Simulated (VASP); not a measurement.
**K2ZnWF6 (a cell with a defect): single point with PBEsol**

The system is K2ZnWF6 (a cell with a defect).

```xyz
10
Lattice="8.1045 0.0000 0.0000 0.0000 4.0523 0.0000 0.0000 0.0000 4.0523" Properties=species:S:1:pos:R:3 pbc="T T T"
K     0.0769    0.0272    0.1611
K     4.1750    3.8928    3.9892
W     2.0486    2.0086    2.0478
Zn    6.1737    2.0398    2.1600
F     2.1311    1.8991    3.8640
F     5.9425    2.0701    4.0034
F     7.9525    1.9391    2.2096
F     4.0559    1.9715    2.1708
F     2.0127    0.0157    1.9408
F     6.1918    3.9583    1.9833
```

```json
{
 "Program": "VASP 6.6.1",
 "Task": "single point",
 "Functional": "PBEsol",
 "Potentials or basis": "VASP PAW PBE potentials, release 64 (K_sv, W_sv, Zn, F)",
 "Cutoff": "520 eV",
 "k mesh": "2 × 2 × 2, shifted",
 "Occupations": "fermi-dirac, width 0.05 eV",
 "Spin": "collinear spin",
 "Starting moments": "[0.0, 0.0, 0.22, 0.0, 0.22, 0.0, 0.22, 0.22, 0.22, 0.0] μB",
 "Dipole correction": "no",
 "Charge": "-1",
 "Further INCAR settings": "ALGO = Normal; EDIFF = 1e-07; NBANDS = 58; NELECT = 87.0"
}
```

The largest force is 7.142 eV/Å and the net moment is 2.69 μB per cell. The site moments are K +0.03, +0.02; W +1.46; Zn +0.14; F +0.07, +0.03, +0.04, +0.05 (each value once) μB and the valence electrons inside the program's atomic spheres are K 7.61, 7.60; W 12.33; Zn 10.99; F 6.15, 6.12, 6.13, 6.11 (each value once).

Forces on the atoms (eV/Å):
```
K   -0.315 -0.010 -0.103
K    0.015  0.304  0.164
W   -2.153  1.568 -6.627
Zn  -2.495 -0.814 -1.715
F    0.525 -0.757  6.249
F   -0.131 -0.150  1.861
F    2.604 -0.277  0.270
F    1.944 -0.132  0.074
F    0.172 -0.675 -0.076
F   -0.165  0.943 -0.096
```

Levels at points of the mesh, in eV from the Fermi level:
Spin up:
| k point | band 42 | band 43 | band 44 | band 45 | band 46 | band 47 | band 48 | band 49 |
| --- | --- | --- | --- | --- | --- | --- | --- | --- |
| (0.25, 0.25, 0.25) | -1.24 | -1.17 | -0.92 | -0.10 | 1.03 | 1.86 | 2.24 | 2.86 |
Spin down:
```tsv
k point	band 38	band 39	band 40	band 41	band 42	band 43	band 44	band 45	band 46	band 47
(0.25, 0.25, 0.25)	-7.59	-7.47	-6.42	-6.37	-0.07	0.08	0.18	0.35	1.52	2.38
```

It took 5.6 min on 1 thread of Intel Xeon 8259CL, on a shared host, peak memory 0.3 GiB.

Caveat: the k points lie up to 0.78 Å⁻¹ apart; the cell carries a net charge on a neutralising background, which shifts energy and pressure; the cell is charged against a uniform background, so pressure and absolute levels hang on convention; the PAW data sets were made with another functional, which shifts forces and pressure a little; spin-orbit coupling is left out, which moves the levels of the heavy elements.
